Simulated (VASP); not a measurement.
# GaSb (I-4m2) in VASP: a series of runs, part 2 of 3

VASP 6.6.1.

## Step 4: Single point, r2SCAN (strain +0.0300 x Voigt [1, 0, 0, 0, 0, 0])

POSCAR

```
GaSb
1.0
    0.0000000000      3.0590000000      3.0590000000
    3.1507700000      0.0000000000      3.0590000000
    3.1507700000      3.0590000000      0.0000000000
Ga Sb
1 1
Direct
    0.0000000000      0.0000000000      0.0000000000
    0.7500000000      0.7500000000      0.7500000000
```

INCAR.step1

```
ALGO = Normal
EDIFF = 1E-4
ENCUT = 520
GGA = PE
ISMEAR = 0
LASPH = True
LCHARG = False
LREAL = False
LWAVE = True
NBANDS = 16
NELM = 100
PREC = Accurate
SIGMA = 0.05
```

INCAR.step2

```
ALGO = Normal
EDIFF = 1E-7
ENCUT = 520
ISIF = 2
ISMEAR = 0
ISTART = 1
LASPH = True
LCHARG = False
LMIXTAU = True
LREAL = False
LWAVE = False
METAGGA = R2SCAN
NBANDS = 16
NELM = 100
PREC = Accurate
SIGMA = 0.05
```

KPOINTS

```
k-points
0
Gamma
  10 10 10
```

Potentials or basis: VASP PAW PBE potentials, release 64 (Ga_d, Sb).

The run is started by

```
> cat potpaw_PBE.64/Ga_d/POTCAR potpaw_PBE.64/Sb/POTCAR > POTCAR
> cp INCAR.step1 INCAR
> mpirun -np 1 vasp_std > vasp.out
> cp INCAR.step2 INCAR
> mpirun -np 1 vasp_std > vasp.out
```

OUTCAR:

```text
EDIFF = 1E-7
   ENCUT = 520
   ISIF = 2
   ISMEAR = 0
   ISTART = 1
   LASPH = True
   LREAL = False
   METAGGA = R2SCAN
   NELM = 100
   PREC = Accurate

 ion  position               nearest neighbor table
   1  0.000  0.000  0.000-   2 2.68   2 2.68   2 2.68   2 2.68
   2  0.750  0.750  0.750-   1 2.68   1 2.68   1 2.68   1 2.68

  LATTYP: Found a body centered tetragonal cell.
 ALAT       =     4.3260792873
 C/A-ratio  =     1.4566399692

  Lattice vectors:

 A1 = (   3.1507700000,   0.0000000000,   3.0590000000)
 A2 = (   3.1507700000,   0.0000000000,  -3.0590000000)
 A3 = (  -3.1507700000,   3.0590000000,   0.0000000000)

Analysis of symmetry for initial positions (statically):
=====================================================================
 Subroutine PRICEL returns:
 Original cell was already a primitive cell.

 Routine SETGRP: Setting up the symmetry group for a
 body centered tetragonal supercell.

 Subroutine GETGRP returns: Found  8 space group operations
 (whereof  8 operations were pure point group operations)
 out of a pool of 16 trial point group operations.

The static configuration has the point symmetry D_2d.

Analysis of symmetry for dynamics (positions and initial velocities):
=====================================================================
 Subroutine PRICEL returns:
 Original cell was already a primitive cell.

 Routine SETGRP: Setting up the symmetry group for a
 body centered tetragonal supercell.

 Subroutine GETGRP returns: Found  8 space group operations
 (whereof  8 operations were pure point group operations)
 out of a pool of 16 trial point group operations.

The dynamic configuration has the point symmetry D_2d.

 Subroutine INISYM returns: Found  8 space group operations
 (whereof  8 operations are pure point group operations),
 and found     1 'primitive' translations

----------------------------------------------------------------------------------------

                                     Primitive cell

  volume of cell :      58.9665

  direct lattice vectors                    reciprocal lattice vectors
     0.000000000  3.059000000  3.059000000    -0.158691368  0.163452109  0.163452109
     3.150770000  0.000000000  3.059000000     0.158691368 -0.163452109  0.163452109
     3.150770000  3.059000000  0.000000000     0.158691368  0.163452109 -0.163452109

  length of vectors
     4.326079287  4.391449942  4.391449942     0.280385687  0.280385687  0.280385687

  position of ions in fractional coordinates (direct lattice)
     0.000000000  0.000000000  0.000000000
     0.750000000  0.750000000  0.750000000

  ion indices of the primitive-cell ions
   primitive index   ion index
                 1           1
                 2           2

----------------------------------------------------------------------------------------

 KPOINTS: k-points

Automatic generation of k-mesh.
 Grid dimensions read from file:
 generate k-points for:   10   10   10

 Generating k-lattice:

  Cartesian coordinates                     Fractional coordinates (reciprocal lattice)
    -0.015869137  0.016345211  0.016345211     0.100000000  0.000000000  0.000000000
     0.015869137 -0.016345211  0.016345211     0.000000000  0.100000000  0.000000000
     0.015869137  0.016345211 -0.016345211     0.000000000  0.000000000  0.100000000

  Length of vectors
     0.028038569  0.028038569  0.028038569

  Shift w.r.t. Gamma in fractional coordinates (k-lattice)
     0.000000000  0.000000000  0.000000000

 Subroutine IBZKPT returns following result:
 ===========================================

 Found    102 irreducible k-points:

 Following reciprocal coordinates:
            Coordinates               Weight
  0.000000  0.000000  0.000000      1.000000
  0.100000 -0.000000 -0.000000      8.000000
  0.200000 -0.000000 -0.000000      8.000000
  0.300000 -0.000000 -0.000000      8.000000
  0.400000 -0.000000 -0.000000      8.000000
  0.500000  0.000000  0.000000      4.000000
[... 16 lines left out ...]
  0.300000  0.300000  0.000000      4.000000
  0.400000  0.300000 -0.000000     16.000000
 [... further k-points ...]
   k-points           NKPTS =    102   k-points in BZ     NKDIM =    102   number of bands    NBANDS=     16
   number of dos      NEDOS =    301   number of ions     NIONS =      2
   total plane-waves  NPLWV =  41472
   dimension x,y,z NGX =    32 NGY =   36 NGZ =   36
   dimension x,y,z NGXF=    64 NGYF=   72 NGZF=   72
   ions per type =               1   1
   NGX,Y,Z   is equivalent  to a cutoff of  12.30, 13.63, 13.63 a.u.
   NGXF,Y,Z  is equivalent  to a cutoff of  24.59, 27.26, 27.26 a.u.
 SYSTEM =  unknown system
   PREC   = accura    normal or accurate (medium, high low for compatibility)
   ISTART =      1    job   : 0-new  1-cont  2-samecut
   ICHARG =      0    charge: 1-file 2-atom 10-const
   ISPIN  =      1    spin polarized calculation?
   LNONCOLLINEAR =      F non collinear calculations
   LSORBIT =      F    spin-orbit coupling
   LASPH  =      T    aspherical Exc in radial PAW
   ENCUT  =  520.0 eV  38.22 Ry    6.18 a.u.   8.04  8.17  8.17*2*pi/ulx,y,z
   NELM   =    100;   NELMIN=  2; NELMDL=  0     # of ELM steps
   EDIFF  = 0.1E-06   stopping-criterion for ELM
   LREAL  =      F    real-space projection
   EDIFFG = 0.1E-05   stopping-criterion for IOM
   NSW    =      0    number of steps for IOM
   IBRION =     -1    ionic relax: 0-MD 1-quasi-New 2-CG
   NFREE  =      0    steps in history (QN), initial steepest desc. (CG)
   ISIF   =      2    stress and relaxation
   ISYM   =      2    0-nonsym 1-usesym 2-fastsym
   POTIM  = 0.5000    time-step for ionic-motion
   TEBEG  =    0.0;   TEEND  =   0.0 temperature during run
   PSTRESS=    0.0 pullay stress
   NELECT =      18.0000    total number of electrons
   NUPDOWN=      -1.0000    fix difference up-down
   EMIN   =  10.00;   EMAX   =-10.00  energy-range for DOS
   EFERMI =   0.00;   METHOD = LEGACY
   ISMEAR =     0;   SIGMA  =   0.05  broadening in eV -4-tet -1-fermi 0-gaus
   EFERMI_NEDOS =   21; number of points for ismear=-14 and -15
   IALGO  =     38    algorithm
   IMIX   =      4    mixing-type and parameters
     AMIX     =   0.40;   BMIX     =  1.00
     AMIX_MAG =   1.60;   BMIX_MAG =  1.00
  volume/ion in A,a.u.               =      29.48       198.96
  Fermi-wavevector in a.u.,A,eV,Ry     =   1.102293  2.083032 16.531762  1.215050
  Thomas-Fermi vector in A             =   2.238734
   LORBIT       =      0    0 simple, 1 ext, 2 COOP (PROOUT), +10 PAW based schemes
   METAGGA = R2SCAN    functional components
   LHFCALC =     F    Hartree Fock is set to
   AEXX    =    0.0000 exact exchange contribution
   IVDW    =     0    specifies the selected vdW correction
   LEPSILON=     F    determine dielectric tensor
   LRPA    =     F    only Hartree local field effects (RPA)
 non-spin polarized calculation
 Gauss-broadening in eV      SIGMA  =   0.05
  energy-cutoff  :      520.00
  volume of cell :       58.97
 maximum number of plane-waves:      1604
   NGX = 17   NGY = 17   NGZ = 17

 number of electron      17.9999998 magnetization

 Free energy of the ion-electron system (eV)
  ---------------------------------------------------
  ext. energy  EPLUGINS =         0.00000000
  ---------------------------------------------------
  free energy    TOTEN  =       -37.59548899 eV

  energy without entropy =      -37.59548260  energy(sigma->0) =      -37.59548580

 E-fermi :   4.5291     XC(G=0):  -9.5860

 val. band max:        4.4451057002   @ k =   0.0000   0.0000   0.0000
 cond. band min:       4.6037121899   @ k =   0.0000   0.0000   0.0000
 fundamental gap:      0.1586064896
 Fermi energy:         4.5291272413

 k-point     1 :       0.0000    0.0000    0.0000
  band No.  band energies     occupation
      1     -11.0607      2.00000
      2     -11.0567      2.00000
      3     -11.0567      2.00000
      4     -11.0080      2.00000
      5     -11.0040      2.00000
      6      -7.3363      2.00000
[... 8 lines left out ...]
     15      13.0859      0.00000
     16      13.5978      0.00000
[... 419 lines left out ...]
 k-point    24 :       0.4000    0.3000   -0.0000
  band No.  band energies     occupation
      1     -11.0924      2.00000
      2     -11.0408      2.00000
      3     -11.0395      2.00000
      4     -11.0157      2.00000
      5     -11.0012      2.00000
      6      -5.6785      2.00000
[... 8 lines left out ...]
     15      15.1313      0.00000
     16      15.4166      0.00000

 [... further k-points ...]
[... 5 lines left out ...]
  --------------------------------------------------------------------------------------
  -------------------------------------------------------------------------------------
  Total       -0.7559852     -0.2029389     -0.2029389      0.0000000      0.0000000      0.0000000
  in kB      -20.5408406     -5.5140454     -5.5140454      0.0000000      0.0000000      0.0000000
  external PRESSURE =     -10.5229771 kB  Pullay stress =       0.0000000 kB

 VOLUME and BASIS-vectors are now :
 -----------------------------------------------------------------------------
  energy-cutoff  :      520.00
  volume of cell :       58.97
      direct lattice vectors                 reciprocal lattice vectors
     0.000000000  3.059000000  3.059000000    -0.158691368  0.163452109  0.163452109
     3.150770000  0.000000000  3.059000000     0.158691368 -0.163452109  0.163452109
     3.150770000  3.059000000  0.000000000     0.158691368  0.163452109 -0.163452109

 POSITION                                       TOTAL-FORCE (eV/Angst)
 -----------------------------------------------------------------------------------
      0.00000      0.00000      0.00000         0.000000      0.000000     -0.000000
      4.72616      4.58850      4.58850        -0.000000     -0.000000      0.000000
 -----------------------------------------------------------------------------------
    total drift:                                0.000063      0.000231      0.000231

  FREE ENERGIE OF THE ION-ELECTRON SYSTEM (eV)
  ---------------------------------------------------
  free  energy   TOTEN  =       -37.5954889925 eV

  energy  without entropy=      -37.5954825997  energy(sigma->0) =      -37.59548580
```

OUTCAR.step1:

```text
EDIFF = 1E-4
   ENCUT = 520
   GGA = PE
   ISMEAR = 0
   LASPH = True
[... 677 lines left out ...]
 -----------------------------------------------------------------------------------
      0.00000      0.00000      0.00000         0.000000     -0.000000     -0.000000
      4.72616      4.58850      4.58850        -0.000000      0.000000      0.000000
 -----------------------------------------------------------------------------------
    total drift:                                0.000004     -0.000003     -0.000003

  FREE ENERGIE OF THE ION-ELECTRON SYSTEM (eV)
  ---------------------------------------------------
  free  energy   TOTEN  =        -7.3640250932 eV

  energy  without entropy=       -7.3639686555  energy(sigma->0) =       -7.36399687
```

OSZICAR.step1:

```text
N       E                     dE             d eps       ncg     rms          rms(c)
DAV:   1     0.836174504407E+02    0.83617E+02   -0.86351E+03  3312   0.136E+03
DAV:   2    -0.883348316147E+00   -0.84501E+02   -0.81301E+02  3840   0.302E+02
DAV:   3    -0.729782038753E+01   -0.64145E+01   -0.64009E+01  3944   0.655E+01
DAV:   4    -0.741158122743E+01   -0.11376E+00   -0.11374E+00  4104   0.978E+00
DAV:   5    -0.741425747119E+01   -0.26762E-02   -0.26762E-02  4184   0.133E+00    0.306E+00
DAV:   6    -0.737408013830E+01    0.40177E-01   -0.61519E-02  4632   0.380E+00    0.183E+00
DAV:   7    -0.736255700789E+01    0.11523E-01   -0.35579E-02  3832   0.152E+00    0.340E-01
DAV:   8    -0.736350827601E+01   -0.95127E-03   -0.42575E-03  4352   0.737E-01    0.766E-02
DAV:   9    -0.736398624580E+01   -0.47797E-03   -0.65124E-04  3928   0.199E-01    0.316E-02
DAV:  10    -0.736402509323E+01   -0.38847E-04   -0.40075E-05  3456   0.396E-02
   1 F= -.73640251E+01 E0= -.73639969E+01  d E =-.564377E-04
```

Wall time 7.2 min (1 thread of Intel Xeon 8259CL, shared host); peak memory 0.28 GiB.

What came out:

* Free energy: -37.5955 eV
* Pressure: -1.1 GPa
* Band gap on the k mesh: 0.16 eV

Caveat: the cell differs from its parent crystal (strain +0.0300 x Voigt [1, 0, 0, 0, 0, 0]); the PAW data sets were made with another functional, which shifts forces and pressure a little; spin-orbit coupling is left out, which moves the levels of the heavy elements. A k mesh can miss the band edges.

## Step 5: Single point, r2SCAN (strain +0.0450 x Voigt [1, 0, 0, 0, 0, 0])

POSCAR

```
GaSb
1.0
    0.0000000000      3.0590000000      3.0590000000
    3.1966550000      0.0000000000      3.0590000000
    3.1966550000      3.0590000000      0.0000000000
Ga Sb
1 1
Direct
    0.0000000000      0.0000000000      0.0000000000
    0.7500000000      0.7500000000      0.7500000000
```

INCAR.step1

```
PREC = Accurate ; ENCUT = 520
ISMEAR = 0 ; SIGMA = 0.05
LREAL = F ; LASPH = T
NELM = 80 ; NBANDS = 16
GGA = PE ; ALGO = Normal
EDIFF = 1E-4 ; LWAVE = T
LCHARG = F
```

INCAR.step2

```
PREC = Accurate ; ENCUT = 520
EDIFF = 1E-6 ; ISMEAR = 0
SIGMA = 0.05 ; LREAL = F
LASPH = T ; NELM = 80
ALGO = Normal ; ISIF = 2
LWAVE = F ; LCHARG = T
METAGGA = R2SCAN ; LMIXTAU = T
LELF = T ; LVHAR = T
NBANDS = 16 ; ISTART = 1
```

KPOINTS

```
regular mesh
0
Gamma
  10 10 10
```

The run is started by

```
> cat potpaw_PBE.64/Ga_d/POTCAR potpaw_PBE.64/Sb/POTCAR > POTCAR
> cp INCAR.step1 INCAR
> mpirun -np 1 vasp_std > vasp.out
> cp INCAR.step2 INCAR
> mpirun -np 1 vasp_std > vasp.out
```

Wall time 5.4 min (1 thread of Intel Xeon 8259CL, shared host); peak memory 0.28 GiB.

Results (log left out):

```
Free energy : -37.5811 eV
Pressure    : -1.7 GPa
```

Stress tensor (GPa, compression positive):
```
-3.25  0.00  0.00
 0.00 -0.98  0.00
 0.00  0.00 -0.98
```

Levels at points of the mesh, in eV from the Fermi level:
```
           k point  band 7  band 8  band 9  band 10  band 11  band 12
(0.00, 0.00, 0.00)   -0.30   -0.02   -0.02    -0.01     2.85     2.85
(0.50, 0.00, 0.00)   -6.47   -1.42   -1.08     0.45     3.83     4.02
(0.50, 0.50, 0.00)   -6.88   -2.75   -2.71     0.94     1.36     8.76
(0.00, 0.50, 0.50)   -7.08   -2.47   -2.47     1.28     1.64     8.82
```

Caveat: the cell differs from its parent crystal (strain +0.0450 x Voigt [1, 0, 0, 0, 0, 0]); the PAW data sets were made with another functional, which shifts forces and pressure a little; spin-orbit coupling is left out, which moves the levels of the heavy elements.

(Part 2 of 3 ends here.)
